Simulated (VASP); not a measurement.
A run of VASP 6.6.1:

INCAR

```
PREC = Accurate ; ENCUT = 520
EDIFF = 1E-6 ; ISMEAR = 0
SIGMA = 0.1 ; LREAL = F
LASPH = T ; NELM = 100
ALGO = Fast ; ISIF = 2
LWAVE = F ; LCHARG = F
GGA = PS ; NBANDS = 18
```

The input KPOINTS:

```
Automatic mesh
0
Gamma
  16 16 16
```

File POSCAR:

```
Ta
1.0
    3.0836531616      0.0000000000      0.0000000000
    0.0000000000      3.3296893181      0.0000000000
    0.0000000000      0.0000000000      3.3296893181
Ta
2
Direct
    0.0000000000      0.0000000000      0.0000000000
    0.5000000000      0.5000000000      0.5000000000
```

Potentials or basis: VASP PAW PBE potentials, release 64 (Ta_pv).

Run with:

```bash
$ cat potpaw_PBE.64/Ta_pv/POTCAR > POTCAR
$ mpirun -np 1 vasp_std > vasp.out
```

Hardware: 1 thread of AMD EPYC 7571, with other jobs on the host.

**Question.** How long does it take, and how much memory?

**Answer.** Run time: 12 min on 1 thread of AMD EPYC 7571, on a shared host, peak memory 0.28 GiB. Counts: scf iterations 13, k points 405.
